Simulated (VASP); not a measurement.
Set up this calculation in VASP 6.6.1, as the native input.

- Task: single point
- Functional: PBE
- Potentials or basis: VASP PAW PBE potentials, release 64 (Pt)
- Cutoff: 520 eV
- k mesh: 24 × 24 × 24
- Occupations: gaussian, width 0.15 eV
- Spin: no spin polarisation
- Dipole correction: no
- Further INCAR settings: ALGO = Fast; EDIFF = 1e-06; NBANDS = 11

The structure of Pt lies in POSCAR:

```
Pt
1.0
    0.0000000000      2.1269582839      1.6590274614
    2.1269582839      0.0000000000      1.6590274614
    2.1269582839      2.1269582839      0.0000000000
Pt
1
Direct
    0.0000000000      0.0000000000      0.0000000000
```

This cell differs from its parent crystal: ratio of the length along z to the lengths across it x 0.78, volume and fractional coordinates fixed.

These files were run (other wordings do the same):

INCAR

```
SYSTEM = Pt
PREC = Accurate ; ENCUT = 520
EDIFF = 1E-6 ; ISMEAR = 0
SIGMA = 0.15 ; LREAL = .False.
LASPH = .True. ; NELM = 60
ALGO = Fast ; ISIF = 2
LWAVE = .False. ; LCHARG = .True.
GGA = PE ; LELF = .True.
LVHAR = .True. ; NBANDS = 11
```

KPOINTS

```
Automatic mesh
0
Gamma
  24 24 24
  0 0 0
```

Potentials or basis: VASP PAW PBE potentials, release 64 (Pt).

Command:

```bash
$ cat potpaw_PBE.64/Pt/POTCAR > POTCAR
$ mpirun -np 1 vasp_std > vasp.out
```

Results of the run:

```json
{
  "Pressure": "13.6 GPa",
  "Band gap on the k mesh": "zero (bands 5 and 6 overlap by 2.26 eV)"
}
```

Caveat: the cell stands under pressure; spin-orbit coupling is left out, which moves the levels of the heavy elements.

Run time: 58 s on 1 thread of Intel(R) Xeon(R) 6975P-C (Granite Rapids), on a shared host, peak memory 0.28 GiB.
